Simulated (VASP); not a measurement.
Runs of VASP 6.6.1 on Si9C3N8. The cell holds an amorphous packing of atoms, 20 atoms: a = 6.543 Å, b = 5.881 Å, c = 6.253 Å, α = 90.57°, β = 90.94°, γ = 91.95°. 

| smearing | gap on the mesh (eV) | pressure (GPa) | largest force (eV/Å) |
| --- | --- | --- | --- |
| fermi-dirac 0.05 eV | 0.57 | -1.1 | 2.83 |
| fermi-dirac 0.1379 eV | (b) | 4.2 | (d) |
| fermi-dirac 0.2482 eV | 0.37 | 9.3 | 5.73 |
| fermi-dirac 0.3447 eV | 0.35 | (c) | (a) |

Alike in all rows: task single point; level PBE; potentials or basis VASP PAW PBE potentials, release 64 (Si, C, N); no spin polarisation; cell as given; k mesh 1 × 1 × 1, shifted; cutoff (eV) 520.

Q: Estimate the missing entries.

A: (a) 8.44; (b) 0.51; (c) 2.2; (d) 3.97.

Caveats: all runs use coarse meshes.

A k mesh can miss the band edges.
